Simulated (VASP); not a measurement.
Set up this calculation in VASP 6.6.1, as the native input.

- Task: single point
- Functional: r2SCAN
- Potentials or basis: VASP PAW PBE potentials, release 64 (As)
- Cutoff: 520 eV
- k mesh: 7 × 7 × 7
- Occupations: fermi-dirac, width 0.02 eV
- Spin: no spin polarisation
- Dipole correction: no
- Further INCAR settings: ALGO = Normal; EDIFF = 1e-07; NBANDS = 12

Crystal: As.

```
As
1.0
     1.88327    1.08731    3.51868
    -1.88327    1.08731    3.51868
     0.00000   -2.17461    3.51868
As
2
Cartesian
  0.0000 0.0000 8.1731
  0.0000 0.0000 2.3829
```

The input as run:

POSCAR

```
As
1.0
    1.8832711433      1.0873072684      3.5186845925
   -1.8832711433      1.0873072684      3.5186845925
    0.0000000000     -2.1746140362      3.5186847472
As
2
Direct
    0.7742583631      0.7742583631      0.7742583631
    0.2257416369      0.2257416369      0.2257416369
```

INCAR.step1

```
  PREC = Accurate
  ENCUT = 520
  ISMEAR = -1
  SIGMA = 0.02
  LREAL = F
  LASPH = T
  NELM = 60
  NBANDS = 12
  GGA = PE
  ALGO = Normal
  EDIFF = 1E-4
  LWAVE = T
  LCHARG = F
```

INCAR.step2

```
  PREC = Accurate
  ENCUT = 520
  EDIFF = 1E-7
  ISMEAR = -1
  SIGMA = 0.02
  LREAL = F
  LASPH = T
  NELM = 60
  ALGO = Normal
  ISIF = 2
  LWAVE = F
  LCHARG = T
  METAGGA = R2SCAN
  LMIXTAU = T
  LELF = T
  LVHAR = T
  NBANDS = 12
  ISTART = 1
```

KPOINTS

```
regular mesh
0
Gamma
  7 7 7
```

Potentials or basis: VASP PAW PBE potentials, release 64 (As).

Run with:

```sh
$ cat potpaw_PBE.64/As/POTCAR > POTCAR
$ cp INCAR.step1 INCAR
$ mpirun -np 1 vasp_std > vasp.out
$ cp INCAR.step2 INCAR
$ mpirun -np 1 vasp_std > vasp.out
```

It gave:

The pressure is 1.7 GPa and the largest force is 0.180 eV/Å.

Caveat: the PAW data sets were made with another functional, which shifts forces and pressure a little.

Run time: 92 s on 1 thread of Intel Xeon 8259CL, on a shared host, peak memory 0.19 GiB.
